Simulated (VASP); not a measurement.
# YAs2 (P4_2/mnm) in VASP: relaxation of cell and atoms with PBE

Aim: the relaxation of cell and atoms of YAs2 with PBE.

Everything below comes from runs of VASP 6.6.1. Logs are shortened: lines on timing, memory, paths and dates and some standing lists are left out, and cuts for length are marked.

## Step 1: The cell of the first run

It takes space group P4_2/mnm (No. 136, tetragonal). The conventional cell has a = 6.087 Å, b = 6.087 Å, c = 3.920 Å, α = 90.00°, β = 90.00°, γ = 90.00°. Y (site symmetry mmm) has 6 As at 2.58 to 2.63 Å within 3.4 Å. Within 3.4 Å of As (site symmetry m2m) lie 3 Y at 2.58 to 2.63 Å and 1 As at 3.34 Å.

## Step 2: Relaxation of cell and atoms, PBE

INCAR reads:

```
SYSTEM = YAs2
PREC     = Accurate       ! precision mode
ENCUT    = 600            ! plane-wave cutoff, eV
EDIFF    = 1E-6           ! SCF threshold, eV
ISMEAR   = 0              ! smearing method
SIGMA    = 0.1            ! smearing width, eV
LREAL    = .False.        ! projectors in reciprocal space
LASPH    = .True.         ! aspherical terms in the spheres
NELM     = 100            ! most SCF steps
ALGO     = Normal         ! electronic algorithm
ISIF     = 3              ! what is computed and relaxed
LWAVE    = .False.        ! write WAVECAR
LCHARG   = .False.        ! write CHGCAR
GGA      = PE             ! functional
IBRION   = 2              ! ionic algorithm
NSW      = 90             ! ionic steps
EDIFFG   = -0.04          ! ionic threshold
```

KPOINTS reads:

```
Automatic mesh
0
Gamma
  4 4 4
  0 0 0
```

POSCAR reads:

```
YAs2
1.0
    6.0866020710      0.0000000000      0.0000000000
    0.0000000000      6.0866020710      0.0000000000
    0.0000000000      0.0000000000      3.9203864885
Y As
2 4
Direct
    0.0000000000      0.0000000000      0.0000000000
    0.5000000000      0.5000000000      0.5000000000
    0.3060000000      0.3060000000      0.0000000000
    0.1940000000      0.8060000000      0.5000000000
    0.6940000000      0.6940000000      0.0000000000
    0.8060000000      0.1940000000      0.5000000000
```

Potentials or basis: VASP PAW PBE potentials, release 64 (Y_sv, As).

Started as:

```
$ cat potpaw_PBE.64/Y_sv/POTCAR potpaw_PBE.64/As/POTCAR > POTCAR
$ mpirun -np 1 vasp_std > vasp.out
```

OUTCAR:

```text
SYSTEM = YAs2
   PREC = Accurate
   ENCUT = 600
   EDIFF = 1E-6
   ISMEAR = 0
   LREAL = .False.
   LASPH = .True.
   NELM = 100
   ISIF = 3
   GGA = PE
   IBRION = 2
   NSW = 90
   EDIFFG = -0.04

 ion  position               nearest neighbor table
   1  0.000  0.000  0.000-   4 2.58   6 2.58   4 2.58   6 2.58   5 2.63   3 2.63
   2  0.500  0.500  0.500-   3 2.58   5 2.58   3 2.58   5 2.58   4 2.63   6 2.63
   3  0.306  0.306  0.000-   2 2.58   2 2.58   1 2.63
   4  0.194  0.806  0.500-   1 2.58   1 2.58   2 2.63
   5  0.694  0.694  0.000-   2 2.58   2 2.58   1 2.63
   6  0.806  0.194  0.500-   1 2.58   1 2.58   2 2.63

  LATTYP: Found a simple tetragonal cell.
 ALAT       =     6.0866020710
 C/A-ratio  =     0.6441010013

  Lattice vectors:

 A1 = (   6.0866020710,   0.0000000000,   0.0000000000)
 A2 = (   0.0000000000,   6.0866020710,   0.0000000000)
 A3 = (   0.0000000000,   0.0000000000,   3.9203864885)

Analysis of symmetry for initial positions (statically):
=====================================================================
 Subroutine PRICEL returns:
 Original cell was already a primitive cell.

 Routine SETGRP: Setting up the symmetry group for a
 simple tetragonal supercell.

 Subroutine GETGRP returns: Found 16 space group operations
 (whereof  8 operations were pure point group operations)
 out of a pool of 16 trial point group operations.

The static configuration has the point symmetry D_2h.
 The point group associated with its full space group is D_4h.

Analysis of symmetry for dynamics (positions and initial velocities):
=====================================================================
 Subroutine PRICEL returns:
 Original cell was already a primitive cell.

 Routine SETGRP: Setting up the symmetry group for a
 simple tetragonal supercell.

 Subroutine GETGRP returns: Found 16 space group operations
 (whereof  8 operations were pure point group operations)
 out of a pool of 16 trial point group operations.

The dynamic configuration has the point symmetry D_2h.
 The point group associated with its full space group is D_4h.

 Subroutine INISYM returns: Found 16 space group operations
 (whereof  8 operations are pure point group operations),
 and found     1 'primitive' translations

----------------------------------------------------------------------------------------

                                     Primitive cell

  volume of cell :     145.2375

  direct lattice vectors                    reciprocal lattice vectors
     6.086602071  0.000000000  0.000000000     0.164295281  0.000000000  0.000000000
     0.000000000  6.086602071  0.000000000     0.000000000  0.164295281  0.000000000
     0.000000000  0.000000000  3.920386489     0.000000000  0.000000000  0.255076892
[... 86 lines left out ...]
   LREAL  =      F    real-space projection
   EDIFFG = -.4E-01   stopping-criterion for IOM
   NSW    =     90    number of steps for IOM
   IBRION =      2    ionic relax: 0-MD 1-quasi-New 2-CG
   NFREE  =      1    steps in history (QN), initial steepest desc. (CG)
   ISIF   =      3    stress and relaxation
   ISYM   =      2    0-nonsym 1-usesym 2-fastsym
   POTIM  = 0.5000    time-step for ionic-motion
   TEBEG  =    0.0;   TEEND  =   0.0 temperature during run
   PSTRESS=    0.0 pullay stress
   NELECT =      42.0000    total number of electrons
   NUPDOWN=      -1.0000    fix difference up-down
   EMIN   =  10.00;   EMAX   =-10.00  energy-range for DOS
   EFERMI =   0.00;   METHOD = LEGACY
   ISMEAR =     0;   SIGMA  =   0.10  broadening in eV -4-tet -1-fermi 0-gaus
   EFERMI_NEDOS =   21; number of points for ismear=-14 and -15
   IALGO  =     38    algorithm
   IMIX   =      4    mixing-type and parameters
     AMIX     =   0.40;   BMIX     =  1.00
     AMIX_MAG =   1.60;   BMIX_MAG =  1.00
  volume/ion in A,a.u.               =      24.21       163.35
  Fermi-wavevector in a.u.,A,eV,Ry     =   1.082593  2.045803 15.946118  1.172007
  Thomas-Fermi vector in A             =   2.218638
   LORBIT       =      0    0 simple, 1 ext, 2 COOP (PROOUT), +10 PAW based schemes
   GGA     = PE    functional components
   LHFCALC =     F    Hartree Fock is set to
   AEXX    =    0.0000 exact exchange contribution
   IVDW    =     0    specifies the selected vdW correction
   LEPSILON=     F    determine dielectric tensor
   LRPA    =     F    only Hartree local field effects (RPA)
 conjugate gradient relaxation of ions
 non-spin polarized calculation
 Gauss-broadening in eV      SIGMA  =   0.10
  energy-cutoff  :      600.00
  volume of cell :      145.24
 maximum number of plane-waves:      4904
 NGX is ok and might be reduce to    50
   NGX = 25   NGY = 25   NGZ = 15

--------------------------------------- Ionic step        1  -------------------------------------------

 number of electron      41.9999998 magnetization

 Free energy of the ion-electron system (eV)
  ---------------------------------------------------
  ext. energy  EPLUGINS =         0.00000000
  ---------------------------------------------------
  free energy    TOTEN  =       -29.68117869 eV

  energy without entropy =      -29.64597014  energy(sigma->0) =      -29.66357441

 E-fermi :   3.2308     XC(G=0):  -9.7077

 val. band max:        3.1914551910   @ k =   0.2500   0.2500   0.5000
 cond. band min:       3.2389183985   @ k =   0.5000   0.0000   0.2500
 fundamental gap:      0.0474632075
 Fermi energy:         3.2307511619

 k-point     1 :       0.0000    0.0000    0.0000
  band No.  band energies     occupation
      1     -37.8407      2.00000
      2     -37.8363      2.00000
      3     -18.1985      2.00000
      4     -18.1985      2.00000
      5     -18.0978      2.00000
      6     -18.0771      2.00000
[... 606 lines left out ...]
  FREE ENERGIE OF THE ION-ELECTRON SYSTEM (eV)
  ---------------------------------------------------
  free  energy   TOTEN  =       -31.9532071019 eV

  energy  without entropy=      -31.9083962673  energy(sigma->0) =      -31.93080168

[... ionic steps 4 to 8 ...]

--------------------------------------- Ionic step        9  -------------------------------------------

 number of electron      41.9999996 magnetization

------------------------ aborting loop because EDIFF is reached ----------------------------------------
[... 75 lines left out ...]
--------------------------------------- Ionic step       11  -------------------------------------------

 number of electron      41.9999998 magnetization

 Free energy of the ion-electron system (eV)
  ---------------------------------------------------
  ext. energy  EPLUGINS =         0.00000000
  ---------------------------------------------------
  free energy    TOTEN  =       -32.14849014 eV

  energy without entropy =      -32.11797484  energy(sigma->0) =      -32.13323249

 E-fermi :   1.4280     XC(G=0):  -8.6244

 val. band max:        1.4222595938   @ k =   0.2500   0.0000   0.5000
 cond. band min:       1.4355308269   @ k =   0.5000   0.2500   0.5000
 fundamental gap:      0.0132712331
 Fermi energy:         1.4280096358

 k-point     1 :       0.0000    0.0000    0.0000
  band No.  band energies     occupation
      1     -40.2137      2.00000
      2     -40.2131      2.00000
      3     -20.2986      2.00000
      4     -20.2986      2.00000
      5     -20.2624      2.00000
      6     -20.2624      2.00000
[... 526 lines left out ...]
  FREE ENERGIE OF THE ION-ELECTRON SYSTEM (eV)
  ---------------------------------------------------
  free  energy   TOTEN  =       -32.1484901415 eV

  energy  without entropy=      -32.1179748443  energy(sigma->0) =      -32.13323249

 reached required accuracy - stopping structural energy minimisation
```

CONTCAR:

```text
YAs2
   1.00000000000000
     6.8877244540541644    0.0000000000000000    0.0000000000000000
     0.0000000000000001    6.8877244540541644    0.0000000000000000
     0.0000000000000000    0.0000000000000000    3.9750904990194718
  Y               As
     2     4
Direct
     0.0000000000000000    0.0000000000000000    0.0000000000000000
     0.5000000000000000    0.5000000000000000    0.5000000000000000
     0.2872869695518981    0.2872869695518981    1.0000000000000000
     0.2127130304481018    0.7872869695518981    0.5000000000000000
     0.7127130304481019    0.7127130304481019    0.0000000000000000
     0.7872869695518981    0.2127130304481018    0.5000000000000000

  0.00000000E+00  0.00000000E+00  0.00000000E+00
  0.00000000E+00  0.00000000E+00  0.00000000E+00
  0.00000000E+00  0.00000000E+00  0.00000000E+00
  0.00000000E+00  0.00000000E+00  0.00000000E+00
  0.00000000E+00  0.00000000E+00  0.00000000E+00
  0.00000000E+00  0.00000000E+00  0.00000000E+00
```

Wall time 8.4 min (1 thread of Intel Xeon Platinum 8488C (Sapphire Rapids), shared host); peak memory 0.32 GiB.

Results:

- Free energy: -32.1485 eV
- Relaxed volume: 31.43 Å³/atom
- Relaxed cell: a = 6.888 Å, b = 6.888 Å, c = 3.975 Å, α = 90.00°, β = 90.00°, γ = 90.00°
- Space group after relaxing (to 0.1 Å): P4_2/mnm (No. 136)
- Energy gained by relaxing: 411.2 meV/atom
- Ionic steps: 11
- Pressure after relaxing: -0.1 GPa
- Largest force after relaxing: 0.014 eV/Å
- Band gap on the k mesh: zero (bands 21 and 22 overlap by 1.90 eV)

Forces on the atoms (eV/Å):
```
Y    0.000  0.000  0.000
Y    0.000  0.000  0.000
As   0.010  0.010  0.000
As  -0.010  0.010  0.000
As  -0.010 -0.010  0.000
As   0.010 -0.010  0.000
```

Step by step:
```tsv
step	energy change (eV)	largest force (eV/Å)	pressure (GPa)	volume (Å³)
1	0.0000	1.3563	19.41	145.24
2	-1.8080	0.0664	-4.54	215.85
3	-2.2720	0.1813	0.07	188.05
4	-2.2717	0.1689	-0.14	188.98
5	-2.2930	0.2026	-0.20	189.37
6	-2.3471	0.2823	-0.34	190.39
7	-2.4338	0.3228	-0.68	191.83
8	-2.4551	0.2182	-0.28	189.76
9	-2.4624	0.1048	0.14	187.72
10	-2.4668	0.0264	-0.02	188.29
11	-2.4673	0.0136	-0.10	188.58
```

Final structure:
```
Y As
1.0
     6.88772    0.00000    0.00000
     0.00000    6.88772    0.00000
     0.00000    0.00000    3.97509
Y As
2 4
Direct
  0.00000 0.00000 0.00000
  0.50000 0.50000 0.50000
  0.28729 0.28729 0.00000
  0.21271 0.78729 0.50000
  0.71271 0.71271 0.00000
  0.78729 0.21271 0.50000
```

Caveat: the k points lie up to 0.40 Å⁻¹ apart in the final cell, too coarse for converged energies and pressures of a metal; the volume moved by over 15 % at a fixed basis, so the end points are rough.
